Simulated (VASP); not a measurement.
Write the native input for VASP 6.6.1 that does the following.

```
Task                    : density of states
Functional              : PBE
Dispersion              : D3(BJ)
Potentials or basis     : VASP PAW PBE potentials, release 64 (Ti_sv, S)
Cutoff                  : 400 eV
k mesh                  : 15 × 15 × 8
Occupations             : gaussian, width 0.1 eV
Spin                    : no spin polarisation
Dipole correction       : no
k mesh for the DOS      : 23 × 23 × 12
Occupations for the DOS : tetrahedron
Further INCAR settings  : ALGO = Normal; EDIFF = 1e-06; NBANDS = 19
```

Crystal: TiS2.

```
Ti S
1.0
     3.36055    0.00000    0.00000
    -1.68027    2.91032    0.00000
     0.00000    0.00000    5.52012
Ti S
1 2
Direct
  0.00000 0.00000 0.00000
  0.33333 0.66667 0.25867
  0.66667 0.33333 0.74133
```

One way to write it, as run:

POSCAR

```
TiS2
1.0
    3.3605463364      0.0000000000      0.0000000000
   -1.6802731682      2.9103184979      0.0000000000
    0.0000000000      0.0000000000      5.5201198574
Ti S
1 2
Direct
    0.0000000000      0.0000000000      0.0000000000
    0.3333333333      0.6666666667      0.2586701182
    0.6666666667      0.3333333333      0.7413298818
```

INCAR.step1

```
SYSTEM = TiS2
PREC = Accurate ; ENCUT = 400
EDIFF = 1E-6 ; ISMEAR = 0
SIGMA = 0.1 ; LREAL = .FALSE.
LASPH = .TRUE. ; NELM = 120
ALGO = Normal ; ISIF = 2
LWAVE = .FALSE. ; LCHARG = .TRUE.
LMAXMIX = 4 ; GGA = PE
IVDW = 12 ; NBANDS = 19
GGA_COMPAT = .FALSE. ; NEDOS = 2001
LORBIT = 11
```

KPOINTS.step1

```
Automatic mesh
0
G
  15 15 8
  0 0 0
```

INCAR.step2

```
SYSTEM = TiS2
PREC = Accurate ; ENCUT = 400
EDIFF = 1E-6 ; ISMEAR = -5
SIGMA = 0.1 ; LREAL = .FALSE.
LASPH = .TRUE. ; NELM = 120
ALGO = Normal ; ISIF = 2
LWAVE = .FALSE. ; LCHARG = .FALSE.
LMAXMIX = 4 ; GGA = PE
IVDW = 12 ; LORBIT = 11
NBANDS = 19 ; NEDOS = 1001
ICHARG = 11 ; GGA_COMPAT = .FALSE.
```

KPOINTS.step2

```
Automatic mesh
0
G
  23 23 12
  0 0 0
```

Potentials or basis: VASP PAW PBE potentials, release 64 (Ti_sv, S).

The run is started by

```bash
$ cat potpaw_PBE.64/Ti_sv/POTCAR potpaw_PBE.64/S/POTCAR > POTCAR
$ cp INCAR.step1 INCAR
$ cp KPOINTS.step1 KPOINTS
$ mpirun -np 1 vasp_std > vasp.out
$ cp INCAR.step2 INCAR
$ cp KPOINTS.step2 KPOINTS
$ mpirun -np 1 vasp_std > vasp.out
```

Results of the run:

| Property | Result |
| --- | --- |
| Valence electrons inside the program's atomic spheres | Ti 10.22; S 3.74 |
| Dispersion energy per atom | -0.410 eV |

Wall time 2.9 min on 1 thread of Intel(R) Xeon(R) Platinum 8488C (Sapphire Rapids), on a shared host, peak memory 0.48 GiB.
